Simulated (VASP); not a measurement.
# InSb (F-43m) in VASP: further runs

The runs below take InSb through relaxation of the atoms, relaxation of cell and atoms, with r2SCAN, PBE, PBEsol, LDA.

All numbers are computed with VASP 6.6.1; they aren't measurements. Logs are shortened: lines on timing, memory, paths and dates and some standing lists are left out, and cuts for length are marked.

**The experiment to reproduce.**

From “Electronic Structure and Epitaxy of CdTe Shells on InSb Nanowires”, 2021, arxiv:2111.05126, for a bulk crystal of InSb: band gap 0.24 eV.

The runs below are set against these values where they give the same quantity.

### 1 The cell of the first run

The structure is cubic, space group F-43m (No. 216). The conventional cell has a = 6.558 Å, b = 6.558 Å, c = 6.558 Å, α = 90.00°, β = 90.00°, γ = 90.00°. Within 3.7 Å of In (site symmetry -43m) lie 4 Sb at 2.84 Å. Within 3.7 Å of Sb (site symmetry -43m) lie 4 In at 2.84 Å.

### 2 Relaxation of the atoms, r2SCAN

Contents of POSCAR:

```
InSb
1.0
    0.0000000000      3.2790729700      3.2790729700
    3.2790729700      0.0000000000      3.2790729700
    3.2790729700      3.2790729700      0.0000000000
In Sb
1 1
Direct
    0.0000000000      0.0000000000      0.0000000000
    0.2500000000      0.2500000000      0.2500000000
```

Contents of INCAR.step1:

```
PREC = Accurate ; ENCUT = 520
ISMEAR = -1 ; SIGMA = 0.1
LREAL = F ; LASPH = T
NELM = 60 ; GGA = PE
ALGO = Normal ; EDIFF = 1E-4
LWAVE = T ; LCHARG = F
```

Contents of INCAR.step2:

```
PREC = Accurate ; ENCUT = 520
EDIFF = 1E-6 ; ISMEAR = -1
SIGMA = 0.1 ; LREAL = F
LASPH = T ; NELM = 60
ALGO = Normal ; ISIF = 2
LWAVE = F ; LCHARG = F
METAGGA = R2SCAN ; LMIXTAU = T
IBRION = 2 ; NSW = 50
EDIFFG = -0.01 ; ISTART = 1
```

Contents of KPOINTS:

```
regular mesh
0
Gamma
  9 9 9
```

Potentials or basis: VASP PAW PBE potentials, release 64 (In_d, Sb).

The run is started by

```bash
cat potpaw_PBE.64/In_d/POTCAR potpaw_PBE.64/Sb/POTCAR > POTCAR
cp INCAR.step1 INCAR
mpirun -np 1 vasp_std > vasp.out
cp INCAR.step2 INCAR
mpirun -np 1 vasp_std > vasp.out
```

OUTCAR:

```text
PREC = Accurate
   ENCUT = 520
   EDIFF = 1E-6
   ISMEAR = -1
   LREAL = F
   LASPH = T
   NELM = 60
   ISIF = 2
   METAGGA = R2SCAN
   IBRION = 2
   NSW = 50
   EDIFFG = -0.01
   ISTART = 1

 ion  position               nearest neighbor table
   1  0.000  0.000  0.000-   2 2.84   2 2.84   2 2.84   2 2.84
   2  0.250  0.250  0.250-   1 2.84   1 2.84   1 2.84   1 2.84

  LATTYP: Found a face centered cubic cell.
 ALAT       =     6.5581459400

  Lattice vectors:

 A1 = (   0.0000000000,   3.2790729700,   3.2790729700)
 A2 = (   3.2790729700,   0.0000000000,   3.2790729700)
 A3 = (   3.2790729700,   3.2790729700,   0.0000000000)

Analysis of symmetry for initial positions (statically):
=====================================================================
 Subroutine PRICEL returns:
 Original cell was already a primitive cell.

 Routine SETGRP: Setting up the symmetry group for a
 face centered cubic supercell.

 Subroutine GETGRP returns: Found 24 space group operations
 (whereof 24 operations were pure point group operations)
 out of a pool of 48 trial point group operations.

The static configuration has the point symmetry T_d .

Analysis of symmetry for dynamics (positions and initial velocities):
=====================================================================
 Subroutine PRICEL returns:
 Original cell was already a primitive cell.

 Routine SETGRP: Setting up the symmetry group for a
 face centered cubic supercell.

 Subroutine GETGRP returns: Found 24 space group operations
 (whereof 24 operations were pure point group operations)
 out of a pool of 48 trial point group operations.

The dynamic configuration has the point symmetry T_d .

 Subroutine INISYM returns: Found 24 space group operations
 (whereof 24 operations are pure point group operations),
 and found     1 'primitive' translations

----------------------------------------------------------------------------------------

                                     Primitive cell

  volume of cell :      70.5153

  direct lattice vectors                    reciprocal lattice vectors
     0.000000000  3.279072970  3.279072970    -0.152482121  0.152482121  0.152482121
     3.279072970  0.000000000  3.279072970     0.152482121 -0.152482121  0.152482121
     3.279072970  3.279072970  0.000000000     0.152482121  0.152482121 -0.152482121

  length of vectors
     4.637309466  4.637309466  4.637309466     0.264106780  0.264106780  0.264106780

  position of ions in fractional coordinates (direct lattice)
     0.000000000  0.000000000  0.000000000
     0.250000000  0.250000000  0.250000000

  ion indices of the primitive-cell ions
   primitive index   ion index
                 1           1
                 2           2

----------------------------------------------------------------------------------------

 KPOINTS: regular mesh

Automatic generation of k-mesh.
 Grid dimensions read from file:
 generate k-points for:    9    9    9

 Generating k-lattice:

  Cartesian coordinates                     Fractional coordinates (reciprocal lattice)
    -0.016942458  0.016942458  0.016942458     0.111111111  0.000000000  0.000000000
     0.016942458 -0.016942458  0.016942458     0.000000000  0.111111111  0.000000000
     0.016942458  0.016942458 -0.016942458     0.000000000  0.000000000  0.111111111

  Length of vectors
     0.029345198  0.029345198  0.029345198

  Shift w.r.t. Gamma in fractional coordinates (k-lattice)
     0.000000000  0.000000000  0.000000000

 Subroutine IBZKPT returns following result:
 ===========================================

 Found     35 irreducible k-points:

 Following reciprocal coordinates:
            Coordinates               Weight
  0.000000  0.000000  0.000000      1.000000
  0.111111  0.000000  0.000000      8.000000
  0.222222  0.000000  0.000000      8.000000
  0.333333  0.000000  0.000000      8.000000
  0.444444  0.000000  0.000000      8.000000
  0.111111  0.111111  0.000000      6.000000
[... 16 lines left out ...]
 -0.333333  0.333333  0.000000     12.000000
  0.444444  0.444444  0.000000      6.000000
 [... further k-points ...]
   k-points           NKPTS =     35   k-points in BZ     NKDIM =     35   number of bands    NBANDS=     13
   number of dos      NEDOS =    301   number of ions     NIONS =      2
   total plane-waves  NPLWV =  46656
   dimension x,y,z NGX =    36 NGY =   36 NGZ =   36
   dimension x,y,z NGXF=    72 NGYF=   72 NGZF=   72
   ions per type =               1   1
   NGX,Y,Z   is equivalent  to a cutoff of  12.91, 12.91, 12.91 a.u.
   NGXF,Y,Z  is equivalent  to a cutoff of  25.81, 25.81, 25.81 a.u.
 SYSTEM =  unknown system
   PREC   = accura    normal or accurate (medium, high low for compatibility)
   ISTART =      1    job   : 0-new  1-cont  2-samecut
   ICHARG =      0    charge: 1-file 2-atom 10-const
   ISPIN  =      1    spin polarized calculation?
   LNONCOLLINEAR =      F non collinear calculations
   LSORBIT =      F    spin-orbit coupling
   LASPH  =      T    aspherical Exc in radial PAW
   ENCUT  =  520.0 eV  38.22 Ry    6.18 a.u.   8.62  8.62  8.62*2*pi/ulx,y,z
   NELM   =     60;   NELMIN=  2; NELMDL=  0     # of ELM steps
   EDIFF  = 0.1E-05   stopping-criterion for ELM
   LREAL  =      F    real-space projection
   EDIFFG = -.1E-01   stopping-criterion for IOM
   NSW    =     50    number of steps for IOM
   IBRION =      2    ionic relax: 0-MD 1-quasi-New 2-CG
   NFREE  =      1    steps in history (QN), initial steepest desc. (CG)
   ISIF   =      2    stress and relaxation
   ISYM   =      2    0-nonsym 1-usesym 2-fastsym
   POTIM  = 0.5000    time-step for ionic-motion
   TEBEG  =    0.0;   TEEND  =   0.0 temperature during run
   PSTRESS=    0.0 pullay stress
   NELECT =      18.0000    total number of electrons
   NUPDOWN=      -1.0000    fix difference up-down
   EMIN   =  10.00;   EMAX   =-10.00  energy-range for DOS
   EFERMI =   0.00;   METHOD = LEGACY
   ISMEAR =    -1;   SIGMA  =   0.10  broadening in eV -4-tet -1-fermi 0-gaus
   EFERMI_NEDOS =   21; number of points for ismear=-14 and -15
   IALGO  =     38    algorithm
   IMIX   =      4    mixing-type and parameters
     AMIX     =   0.40;   BMIX     =  1.00
     AMIX_MAG =   1.60;   BMIX_MAG =  1.00
  volume/ion in A,a.u.               =      35.26       237.93
  Fermi-wavevector in a.u.,A,eV,Ry     =   1.038495  1.962472 14.673512  1.078473
  Thomas-Fermi vector in A             =   2.172982
   LORBIT       =      0    0 simple, 1 ext, 2 COOP (PROOUT), +10 PAW based schemes
   METAGGA = R2SCAN    functional components
   LHFCALC =     F    Hartree Fock is set to
   AEXX    =    0.0000 exact exchange contribution
   IVDW    =     0    specifies the selected vdW correction
   LEPSILON=     F    determine dielectric tensor
   LRPA    =     F    only Hartree local field effects (RPA)
 conjugate gradient relaxation of ions
 non-spin polarized calculation
  energy-cutoff  :      520.00
  volume of cell :       70.52
 maximum number of plane-waves:      1917
   NGX = 17   NGY = 17   NGZ = 17

 number of electron      17.9999999 magnetization

 Free energy of the ion-electron system (eV)
  ---------------------------------------------------
  ext. energy  EPLUGINS =         0.00000000
  ---------------------------------------------------
  free energy    TOTEN  =       -48.76746189 eV

  energy without entropy =      -48.76615788  energy(sigma->0) =      -48.76680989

 E-fermi :   4.7546     XC(G=0):  -9.0799

 val. band max:        4.5562914833   @ k =   0.0000   0.0000   0.0000
 cond. band min:       5.3232126006   @ k =   0.4444   0.0000   0.0000
 fundamental gap:      0.7669211172
 Fermi energy:         4.7545990909

 k-point     1 :       0.0000    0.0000    0.0000
  band No.  band energies     occupation
      1     -10.4810      2.00000
      2     -10.4810      2.00000
      3     -10.4810      2.00000
      4     -10.3898      2.00000
      5     -10.3898      2.00000
      6      -6.3464      2.00000
      7       4.5404      1.78982
      8       4.5404      1.78982
      9       4.5404      1.78981
     10       4.5563      1.75802
     11       7.7622      0.00000
     12       7.7622      0.00000
     13       7.7622      0.00000

 k-point     2 :       0.1111    0.0000    0.0000
  band No.  band energies     occupation
      1     -10.4862      2.00000
      2     -10.4785      2.00000
      3     -10.4785      2.00000
      4     -10.3900      2.00000
      5     -10.3900      2.00000
      6      -6.2337      2.00000
      7       2.9518      2.00000
      8       4.3770      1.95518
      9       4.3771      1.95518
     10       5.5930      0.00046
     11       7.9942      0.00000
     12       7.9942      0.00000
     13       8.0420      0.00000

 k-point     3 :       0.2222    0.0000    0.0000
  band No.  band energies     occupation
      1     -10.4994      2.00000
      2     -10.4725      2.00000
      3     -10.4725      2.00000
      4     -10.3900      2.00000
      5     -10.3900      2.00000
      6      -5.9131      2.00000
      7       1.3306      2.00000
      8       4.0409      1.99841
      9       4.0409      1.99841
     10       5.6750      0.00020
     11       8.4203      0.00000
     12       8.4203      0.00000
     13       9.1833      0.00000
[... 305 lines left out ...]
 k-point    23 :      -0.3333    0.3333    0.0000
  band No.  band energies     occupation
      1     -10.5399      2.00000
      2     -10.4519      2.00000
      3     -10.4487      2.00000
      4     -10.3963      2.00000
      5     -10.3878      2.00000
      6      -4.5479      2.00000
      7      -1.0842      2.00000
      8       1.3939      2.00000
      9       2.8955      2.00000
     10       6.5884      0.00000
     11       9.4075      0.00000
     12      10.5743      0.00000
     13      10.8267      0.00000

 k-point    24 :       0.4444    0.4444    0.0000
  band No.  band energies     occupation
      1     -10.5546      2.00000
      2     -10.4401      2.00000
      3     -10.4401      2.00000
      4     -10.4068      2.00000
      5     -10.3811      2.00000
      6      -4.4988      2.00000
      7      -1.2054      2.00000
      8       2.3485      2.00000
      9       2.3485      2.00000
     10       6.0271      0.00001
     11       6.3434      0.00000
     12      12.7403      0.00000
     13      12.7403      0.00000

 [... further k-points ...]
[... 5 lines left out ...]
  --------------------------------------------------------------------------------------
  -------------------------------------------------------------------------------------
  Total       -0.0100713     -0.0100713     -0.0100713      0.0000000      0.0000000      0.0000000
  in kB       -0.2288303     -0.2288303     -0.2288303      0.0000000      0.0000000      0.0000000
  external PRESSURE =      -0.2288303 kB  Pullay stress =       0.0000000 kB

 VOLUME and BASIS-vectors are now :
 -----------------------------------------------------------------------------
  energy-cutoff  :      520.00
  volume of cell :       70.52
      direct lattice vectors                 reciprocal lattice vectors
     0.000000000  3.279072970  3.279072970    -0.152482121  0.152482121  0.152482121
     3.279072970  0.000000000  3.279072970     0.152482121 -0.152482121  0.152482121
     3.279072970  3.279072970  0.000000000     0.152482121  0.152482121 -0.152482121

 POSITION                                       TOTAL-FORCE (eV/Angst)
 -----------------------------------------------------------------------------------
      0.00000      0.00000      0.00000         0.000000      0.000000     -0.000000
      1.63954      1.63954      1.63954        -0.000000     -0.000000      0.000000
 -----------------------------------------------------------------------------------
    total drift:                               -0.000001     -0.000001     -0.000001

  FREE ENERGIE OF THE ION-ELECTRON SYSTEM (eV)
  ---------------------------------------------------
  free  energy   TOTEN  =       -48.7674618941 eV

  energy  without entropy=      -48.7661578840  energy(sigma->0) =      -48.76680989

 reached required accuracy - stopping structural energy minimisation
```

Wall time 1.7 min (1 thread of AMD EPYC 9R45 (Zen 5), shared host); peak memory 0.2 GiB.

What came out:

```
Free energy             : -48.7675 eV
Pressure after relaxing : 0.0 GPa
```

Final structure:
```
In Sb
1.0
     0.00000    3.27907    3.27907
     3.27907    0.00000    3.27907
     3.27907    3.27907    0.00000
In Sb
1 1
Direct
  0.00000 0.00000 0.00000
  0.25000 0.25000 0.25000
```

Caveat: the relaxation stopped at its first step, so nothing moved; the PAW data sets were made with another functional, which shifts forces and pressure a little; spin-orbit coupling is left out, which moves the levels of the heavy elements.

### 3 Relaxation of the atoms, r2SCAN

This run uses another cell than the first one, of 35.96 Å³/atom.

Contents of POSCAR:

```
InSb
1.0
    0.0000000000      3.3007893200      3.3007893200
    3.3007893200      0.0000000000      3.3007893200
    3.3007893200      3.3007893200      0.0000000000
In Sb
1 1
Direct
    0.0000000000      0.0000000000      0.0000000000
    0.2500000000      0.2500000000      0.2500000000
```

Contents of INCAR.step1:

```
ALGO = Normal
EDIFF = 1E-4
ENCUT = 520
GGA = PE
ISMEAR = -1
LASPH = True
LCHARG = False
LREAL = False
LWAVE = True
NELM = 80
PREC = Accurate
SIGMA = 0.1
```

Contents of INCAR.step2:

```
ALGO = Normal
EDIFF = 1E-6
EDIFFG = -0.01
ENCUT = 520
IBRION = 2
ISIF = 2
ISMEAR = -1
ISTART = 1
LASPH = True
LCHARG = False
LMIXTAU = True
LREAL = False
LWAVE = False
METAGGA = R2SCAN
NELM = 80
NSW = 50
PREC = Accurate
SIGMA = 0.1
```

Contents of KPOINTS:

```
k-points
0
Gamma
  9 9 9
```

Potentials or basis: VASP PAW PBE potentials, release 64 (In_d, Sb).

The run is started by

```bash
cat potpaw_PBE.64/In_d/POTCAR potpaw_PBE.64/Sb/POTCAR > POTCAR
cp INCAR.step1 INCAR
mpirun -np 1 vasp_std > vasp.out
cp INCAR.step2 INCAR
mpirun -np 1 vasp_std > vasp.out
```

Run time: 1.7 min. Hardware: 1 thread of AMD EPYC 9R45 (Zen 5), shared host; peak memory 0.2 GiB.

It converged, with:

```yaml
Free_energy: -48.7639 eV
Pressure_after_relaxing: -0.8 GPa
Band_gap_on_the_k_mesh: zero (filled and empty bands touch)
```

Final structure:
```cif
data_structure
_symmetry_space_group_name_H-M 'P 1'
_symmetry_Int_Tables_number 1
_cell_length_a 4.6680
_cell_length_b 4.6680
_cell_length_c 4.6680
_cell_angle_alpha 60.000
_cell_angle_beta 60.000
_cell_angle_gamma 60.000
_cell_volume 71.93
loop_
_atom_site_label
_atom_site_type_symbol
_atom_site_fract_x
_atom_site_fract_y
_atom_site_fract_z
_atom_site_occupancy
In1 In 0.00000 0.00000 0.00000 1
Sb1 Sb 0.25000 0.25000 0.25000 1
```

Levels at points of the mesh, in eV from the Fermi level:
| k point | band 5 | band 6 | band 7 | band 8 | band 9 | band 10 | band 11 | band 12 | band 13 |
| --- | --- | --- | --- | --- | --- | --- | --- | --- | --- |
| (0.00, 0.00, 0.00) | -15.11 | -10.97 | -0.31 | -0.21 | -0.21 | -0.21 | 3.01 | 3.01 | 3.01 |

Caveat: the relaxation stopped at its first step, so nothing moved; semilocal functionals underestimate gaps, so a narrow gap can read as zero; the PAW data sets were made with another functional, which shifts forces and pressure a little; spin-orbit coupling is left out, which moves the levels of the heavy elements.

### 4 Relaxation of cell and atoms, PBE

This run uses another cell than the first one, of 33.98 Å³/atom.

Contents of INCAR:

```
SYSTEM = InSb
  ALGO = Normal
  EDIFF = 1E-6
  EDIFFG = -0.01
  ENCUT = 600
  GGA = PE
  IBRION = 2
  ISIF = 3
  ISMEAR = -1
  LASPH = .TRUE.
  LCHARG = .FALSE.
  LREAL = .FALSE.
  LWAVE = .FALSE.
  NELM = 100
  NSW = 80
  PREC = Accurate
  SIGMA = 0.1
```

Contents of KPOINTS:

```
k-points
0
G
  9 9 9
  0 0 0
```

Contents of POSCAR:

```
InSb
1.0
    0.0000000000      3.2391000000      3.2391000000
    3.2391000000      0.0000000000      3.2391000000
    3.2391000000      3.2391000000      0.0000000000
In Sb
1 1
Direct
    0.0000000000      0.0000000000      0.0000000000
    0.2500000000      0.2500000000      0.2500000000
```

The run is started by

```bash
cat potpaw_PBE.64/In_d/POTCAR potpaw_PBE.64/Sb/POTCAR > POTCAR
mpirun -np 1 vasp_std > vasp.out
```

Wall time 2.4 min (1 thread of Intel Xeon Platinum 8259CL at 2.50GHz (Skylake/Cascade Lake), shared host); peak memory 0.26 GiB.

The run converged. Its results:

```
Free energy                           : -6.9517 eV
Relaxed volume                        : 36.50 Å³/atom
Relaxed cell                          : a = 4.691 Å, b = 4.691 Å, c = 4.691 Å, α = 60.00°, β = 60.00°, γ = 60.00°
Space group after relaxing (to 0.1 Å) : F-43m (No. 216)
Energy gained by relaxing             : 23.1 meV/atom
Ionic steps                           : 3
Pressure after relaxing               : 0.0 GPa
Band gap on the k mesh                : zero (filled and empty bands touch)
```

The path:
```csv
step,energy change (eV),largest force (eV/Å),pressure (GPa),volume (Å³)
1,0.0000,0.0000,3.14,67.97
2,-0.0418,0.0000,-0.82,74.74
3,-0.0463,0.0000,0.02,73.00
```

Final structure:
```cif
data_structure
_symmetry_space_group_name_H-M 'P 1'
_symmetry_Int_Tables_number 1
_cell_length_a 4.6912
_cell_length_b 4.6912
_cell_length_c 4.6912
_cell_angle_alpha 60.000
_cell_angle_beta 60.000
_cell_angle_gamma 60.000
_cell_volume 73.00
loop_
_atom_site_label
_atom_site_type_symbol
_atom_site_fract_x
_atom_site_fract_y
_atom_site_fract_z
_atom_site_occupancy
In1 In 0.00000 0.00000 0.00000 1
Sb1 Sb 0.25000 0.25000 0.25000 1
```

Levels at points of the mesh, in eV from the Fermi level:
```tsv
k point	band 6	band 7	band 8	band 9	band 10	band 11	band 12	band 13
(0.00, 0.00, 0.00)	-10.45	-0.75	-0.16	-0.16	-0.16	2.80	2.80	2.80
```

Caveat: semilocal functionals underestimate gaps, so a narrow gap can read as zero; spin-orbit coupling is left out, which moves the levels of the heavy elements.

[end of part 1 of 2]
